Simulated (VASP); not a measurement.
# C (P6_3mc) in VASP: relaxation of cell and atoms with r2SCAN

Aim: the relaxation of cell and atoms of C with r2SCAN.

Program: VASP 6.6.1. These are calculated values, not measurements. Logs are shortened: lines on timing, memory, paths and dates and some standing lists are left out, and cuts for length are marked.

## 1. The cell of the first run

It takes space group P6_3mc (No. 186, hexagonal). Conventional cell: a = 2.470 Å, b = 2.470 Å, c = 6.790 Å, α = 90.00°, β = 90.00°, γ = 120.00°. C (site symmetry 3m) has 3 C at 1.43 Å within 1.9 Å. Within 1.9 Å of C (site symmetry 3m) lie 3 C at 1.43 Å.

## 2. Relaxation of cell and atoms, r2SCAN

POSCAR

```
C
1.0
    2.4700000000      0.0000000000      0.0000000000
   -1.2350000000      2.1390827500      0.0000000000
    0.0000000000      0.0000000000      6.7900000000
C
4
Direct
    0.0000000000      0.0000000000      0.0000000000
    0.0000000000      0.0000000000      0.5000000000
    0.3333333333      0.6666666667      0.0050000000
    0.6666666667      0.3333333333      0.5050000000
```

INCAR.step1

```
PREC = Accurate ; ENCUT = 600
ISMEAR = -1 ; SIGMA = 0.1
LREAL = False ; LASPH = True
NELM = 60 ; GGA = PE
ALGO = Normal ; EDIFF = 1E-4
LWAVE = True ; LCHARG = False
```

INCAR.step2

```
PREC = Accurate ; ENCUT = 600
EDIFF = 1E-6 ; ISMEAR = -1
SIGMA = 0.1 ; LREAL = False
LASPH = True ; NELM = 60
ALGO = Normal ; ISIF = 3
LWAVE = False ; LCHARG = False
METAGGA = R2SCAN ; LMIXTAU = True
IBRION = 2 ; NSW = 80
EDIFFG = -0.01 ; ISTART = 1
```

KPOINTS

```
Automatic mesh
0
Gamma
  20 20 7
```

Potentials or basis: VASP PAW PBE potentials, release 64 (C).

Command:

```
> cat potpaw_PBE.64/C/POTCAR > POTCAR
> cp INCAR.step1 INCAR
> mpirun -np 1 vasp_std > vasp.out
> cp INCAR.step2 INCAR
> mpirun -np 1 vasp_std > vasp.out
```

OUTCAR:

```text
PREC = Accurate
   ENCUT = 600
   EDIFF = 1E-6
   ISMEAR = -1
   LREAL = False
   LASPH = True
   NELM = 60
   ISIF = 3
   METAGGA = R2SCAN
   IBRION = 2
   NSW = 80
   EDIFFG = -0.01
   ISTART = 1

 ion  position               nearest neighbor table
   1  0.000  0.000  0.000-   3 1.43   3 1.43   3 1.43
   2  0.000  0.000  0.500-   4 1.43   4 1.43   4 1.43
   3  0.333  0.667  0.005-   1 1.43   1 1.43   1 1.43
   4  0.667  0.333  0.505-   2 1.43   2 1.43   2 1.43

  LATTYP: Found a hexagonal cell.
 ALAT       =     2.4700000000
 C/A-ratio  =     2.7489878543

  Lattice vectors:

 A1 = (   2.4700000000,   0.0000000000,   0.0000000000)
 A2 = (  -1.2350000000,   2.1390827500,   0.0000000000)
 A3 = (   0.0000000000,   0.0000000000,   6.7900000000)

Analysis of symmetry for initial positions (statically):
=====================================================================
 Subroutine PRICEL returns:
 Original cell was already a primitive cell.

 Routine SETGRP: Setting up the symmetry group for a
 hexagonal supercell.

 Subroutine GETGRP returns: Found 12 space group operations
 (whereof  6 operations were pure point group operations)
 out of a pool of 24 trial point group operations.

The static configuration has the point symmetry C_3v.
 The point group associated with its full space group is C_6v.

Analysis of symmetry for dynamics (positions and initial velocities):
=====================================================================
 Subroutine PRICEL returns:
 Original cell was already a primitive cell.

 Routine SETGRP: Setting up the symmetry group for a
 hexagonal supercell.

 Subroutine GETGRP returns: Found 12 space group operations
 (whereof  6 operations were pure point group operations)
 out of a pool of 24 trial point group operations.

The dynamic configuration has the point symmetry C_3v.
 The point group associated with its full space group is C_6v.

 Subroutine INISYM returns: Found 12 space group operations
 (whereof  6 operations are pure point group operations),
 and found     1 'primitive' translations

----------------------------------------------------------------------------------------

                                     Primitive cell

  volume of cell :      35.8752

  direct lattice vectors                    reciprocal lattice vectors
     2.470000000  0.000000000  0.000000000     0.404858300  0.233745048  0.000000000
    -1.235000000  2.139082750  0.000000000     0.000000000  0.467490096  0.000000000
     0.000000000  0.000000000  6.790000000     0.000000000  0.000000000  0.147275405

  length of vectors
     2.470000000  2.470000002  6.790000000     0.467490096  0.467490096  0.147275405

  position of ions in fractional coordinates (direct lattice)
     0.000000000  0.000000000  0.000000000
     0.000000000  0.000000000  0.500000000
     0.333333333  0.666666667  0.005000000
     0.666666667  0.333333333  0.505000000

  ion indices of the primitive-cell ions
   primitive index   ion index
                 1           1
                 2           2
                 3           3
                 4           4

----------------------------------------------------------------------------------------

 KPOINTS: Automatic mesh

Automatic generation of k-mesh.
 Grid dimensions read from file:
 generate k-points for:   20   20    7

 Generating k-lattice:

  Cartesian coordinates                     Fractional coordinates (reciprocal lattice)
     0.020242915  0.011687252  0.000000000     0.050000000  0.000000000  0.000000000
     0.000000000  0.023374505  0.000000000     0.000000000  0.050000000  0.000000000
     0.000000000  0.000000000  0.021039344     0.000000000  0.000000000  0.142857143

  Length of vectors
     0.023374505  0.023374505  0.021039344

  Shift w.r.t. Gamma in fractional coordinates (k-lattice)
     0.000000000  0.000000000  0.000000000

 Subroutine IBZKPT returns following result:
 ===========================================

 Found    176 irreducible k-points:

 Following reciprocal coordinates:
            Coordinates               Weight
  0.000000  0.000000  0.000000      1.000000
  0.050000 -0.000000  0.000000      6.000000
  0.100000 -0.000000  0.000000      6.000000
  0.150000  0.000000  0.000000      6.000000
  0.200000 -0.000000  0.000000      6.000000
  0.250000  0.000000  0.000000      6.000000
[... 16 lines left out ...]
  0.200000  0.100000  0.000000     12.000000
  0.250000  0.100000  0.000000     12.000000
 [... further k-points ...]
   k-points           NKPTS =    176   k-points in BZ     NKDIM =    176   number of bands    NBANDS=     12
   number of dos      NEDOS =    301   number of ions     NIONS =      4
   total plane-waves  NPLWV =  21600
   dimension x,y,z NGX =    20 NGY =   20 NGZ =   54
   dimension x,y,z NGXF=    40 NGYF=   40 NGZF=  108
   ions per type =               4
   NGX,Y,Z   is equivalent  to a cutoff of  13.46, 13.46, 13.22 a.u.
   NGXF,Y,Z  is equivalent  to a cutoff of  26.92, 26.92, 26.44 a.u.
 SYSTEM =  unknown system
   PREC   = accura    normal or accurate (medium, high low for compatibility)
   ISTART =      1    job   : 0-new  1-cont  2-samecut
   ICHARG =      0    charge: 1-file 2-atom 10-const
   ISPIN  =      1    spin polarized calculation?
   LNONCOLLINEAR =      F non collinear calculations
   LSORBIT =      F    spin-orbit coupling
   LASPH  =      T    aspherical Exc in radial PAW
   ENCUT  =  600.0 eV  44.10 Ry    6.64 a.u.   4.93  4.93 13.56*2*pi/ulx,y,z
   NELM   =     60;   NELMIN=  2; NELMDL=  0     # of ELM steps
   EDIFF  = 0.1E-05   stopping-criterion for ELM
   LREAL  =      F    real-space projection
   EDIFFG = -.1E-01   stopping-criterion for IOM
   NSW    =     80    number of steps for IOM
   IBRION =      2    ionic relax: 0-MD 1-quasi-New 2-CG
   NFREE  =      1    steps in history (QN), initial steepest desc. (CG)
   ISIF   =      3    stress and relaxation
   ISYM   =      2    0-nonsym 1-usesym 2-fastsym
   POTIM  = 0.5000    time-step for ionic-motion
   TEBEG  =    0.0;   TEEND  =   0.0 temperature during run
   PSTRESS=    0.0 pullay stress
   NELECT =      16.0000    total number of electrons
   NUPDOWN=      -1.0000    fix difference up-down
   EMIN   =  10.00;   EMAX   =-10.00  energy-range for DOS
   EFERMI =   0.00;   METHOD = LEGACY
   ISMEAR =    -1;   SIGMA  =   0.10  broadening in eV -4-tet -1-fermi 0-gaus
   EFERMI_NEDOS =   21; number of points for ismear=-14 and -15
   IALGO  =     38    algorithm
   IMIX   =      4    mixing-type and parameters
     AMIX     =   0.40;   BMIX     =  1.00
     AMIX_MAG =   1.60;   BMIX_MAG =  1.00
  volume/ion in A,a.u.               =       8.97        60.52
  Fermi-wavevector in a.u.,A,eV,Ry     =   1.250787  2.363645 21.285884  1.564468
  Thomas-Fermi vector in A             =   2.384765
   LORBIT       =      0    0 simple, 1 ext, 2 COOP (PROOUT), +10 PAW based schemes
   METAGGA = R2SCAN    functional components
   LHFCALC =     F    Hartree Fock is set to
   AEXX    =    0.0000 exact exchange contribution
   IVDW    =     0    specifies the selected vdW correction
   LEPSILON=     F    determine dielectric tensor
   LRPA    =     F    only Hartree local field effects (RPA)
 conjugate gradient relaxation of ions
 non-spin polarized calculation
  energy-cutoff  :      600.00
  volume of cell :       35.88
 maximum number of plane-waves:      1224
 NGX is ok and might be reduce to    20
   NGX =  9   NGY =  9   NGZ = 27

--------------------------------------- Ionic step        1  -------------------------------------------

 number of electron      16.0000001 magnetization

 Free energy of the ion-electron system (eV)
  ---------------------------------------------------
  ext. energy  EPLUGINS =         0.00000000
  ---------------------------------------------------
  free energy    TOTEN  =       -39.73558278 eV

  energy without entropy =      -39.73467119  energy(sigma->0) =      -39.73512698

------------------------ aborting loop because EDIFF is reached ----------------------------------------

  FORCE on cell =-STRESS in cart. coord.  units (eV):
  Direction    XX          YY          ZZ          XY          YZ          ZX
  --------------------------------------------------------------------------------------
  -------------------------------------------------------------------------------------
  Total       -1.5143152     -1.5143152      0.1161438      0.0000000     -0.0000000      0.0000000
  in kB      -67.6289364    -67.6289365      5.1869545      0.0000000     -0.0000000      0.0000000
  external PRESSURE =     -43.3569728 kB  Pullay stress =       0.0000000 kB
[... 95 lines left out ...]
  FREE ENERGIE OF THE ION-ELECTRON SYSTEM (eV)
  ---------------------------------------------------
  free  energy   TOTEN  =       -39.7608224220 eV

  energy  without entropy=      -39.7599763355  energy(sigma->0) =      -39.76039938

[... ionic steps 4 to 15 ...]

--------------------------------------- Ionic step       16  -------------------------------------------

 number of electron      16.0000000 magnetization

------------------------ aborting loop because EDIFF is reached ----------------------------------------

  FORCE on cell =-STRESS in cart. coord.  units (eV):
  Direction    XX          YY          ZZ          XY          YZ          ZX
  --------------------------------------------------------------------------------------
  -------------------------------------------------------------------------------------
  Total       -0.0262961     -0.0262961      0.0051330      0.0000000      0.0000000      0.0000000
  in kB       -1.1614610     -1.1614610      0.2267177      0.0000000      0.0000000      0.0000000
  external PRESSURE =      -0.6987348 kB  Pullay stress =       0.0000000 kB
[... 61 lines left out ...]
  energy  without entropy=      -39.7645329329  energy(sigma->0) =      -39.76494406

--------------------------------------- Ionic step       18  -------------------------------------------

 number of electron      16.0000000 magnetization

 Free energy of the ion-electron system (eV)
  ---------------------------------------------------
  ext. energy  EPLUGINS =         0.00000000
  ---------------------------------------------------
  free energy    TOTEN  =       -39.76543500 eV

  energy without entropy =      -39.76461436  energy(sigma->0) =      -39.76502468

 E-fermi :   4.4093     XC(G=0): -10.8978

 val. band max:        4.0835889433   @ k =   0.3500   0.3000   0.0000
 cond. band min:       4.7498664560   @ k =   0.3500   0.3000   0.0000
 fundamental gap:      0.6662775128
 Fermi energy:         4.4092638841

 k-point     1 :       0.0000    0.0000    0.0000
  band No.  band energies     occupation
      1     -16.5547      2.00000
      2     -16.3284      2.00000
      3      -4.5172      2.00000
      4      -2.8266      2.00000
      5       1.1758      2.00000
      6       1.1758      2.00000
      7       1.1892      2.00000
      8       1.1892      2.00000
      9       8.5297      0.00000
     10      13.1002      0.00000
     11      13.1002      0.00000
     12      13.1403      0.00000
[... 331 lines left out ...]
 k-point    24 :       0.2500    0.1000    0.0000
  band No.  band energies     occupation
      1     -14.1242      2.00000
      2     -13.9289      2.00000
      3      -4.9593      2.00000
      4      -4.8765      2.00000
      5      -2.2348      2.00000
      6      -2.1885      2.00000
      7      -1.6174      2.00000
      8      -0.1115      2.00000
      9      10.1882      0.00000
     10      10.8078      0.00000
     11      11.4886      0.00000
     12      13.5839      0.00000

 [... further k-points ...]
[... 5 lines left out ...]
  --------------------------------------------------------------------------------------
  -------------------------------------------------------------------------------------
  Total        0.0109376      0.0109376      0.0056319      0.0000000      0.0000000      0.0000000
  in kB        0.4829150      0.4829150      0.2486584      0.0000000      0.0000000      0.0000000
  external PRESSURE =       0.4048295 kB  Pullay stress =       0.0000000 kB
[... 19 lines left out ...]
  FREE ENERGIE OF THE ION-ELECTRON SYSTEM (eV)
  ---------------------------------------------------
  free  energy   TOTEN  =       -39.7654349964 eV

  energy  without entropy=      -39.7646143585  energy(sigma->0) =      -39.76502468

 reached required accuracy - stopping structural energy minimisation
```

It took 28 min on 1 thread of Intel Xeon 6975P-C (Granite Rapids), shared host; peak memory 0.21 GiB.

What came out:

| Item | Value |
| --- | --- |
| Free energy | -39.7654 eV |
| Relaxed volume | 9.07 Å³/atom |
| Relaxed cell | a = 2.457 Å, b = 2.457 Å, c = 6.943 Å, α = 90.00°, β = 90.00°, γ = 120.00° |
| Space group after relaxing (to 0.1 Å) | P6_3/mmc (No. 194) |
| Energy gained by relaxing | 7.5 meV/atom |
| Ionic steps | 18 |
| Pressure after relaxing | 0.0 GPa |

Step by step:
```
step  energy change (eV)  largest force (eV/Å)  pressure (GPa)  volume (Å³)
   1              0.0000                0.5877           -4.34        35.88
   2              0.0285                0.3934           11.69        34.63
   3             -0.0252                0.1866            1.90        35.36
   4             -0.0253                0.1867           -1.60        35.71
   5             -0.0285                0.0002            0.14        35.54
   6             -0.0286                0.0073            0.24        35.58
   7             -0.0290                0.0285            0.54        35.69
   8             -0.0289                0.0714            1.15        35.92
   9             -0.0291                0.0530            0.83        35.82
  10             -0.0291                0.0528            0.82        35.83
  11             -0.0292                0.0525            0.74        35.87
  12             -0.0294                0.0518            0.57        35.96
  13             -0.0296                0.0503            0.24        36.12
  14             -0.0296                0.0473           -0.40        36.45
  15             -0.0297                0.0486           -0.14        36.31
  16             -0.0297                0.0489           -0.07        36.27
  17             -0.0298                0.0365           -0.04        36.28
  18             -0.0299                0.0002            0.04        36.29
```

Final structure:
```
C
1.0
     2.45664    0.00000    0.00000
    -1.22832    2.12751    0.00000
     0.00000    0.00000    6.94301
C
4
Direct
  0.00000 0.00000 0.00250
  0.00000 0.00000 0.50250
  0.33333 0.66667 0.00250
  0.66667 0.33333 0.50250
```

Caveat: the PAW data sets were made with another functional, which shifts forces and pressure a little. Zero-point motion and thermal expansion aren't in these numbers.
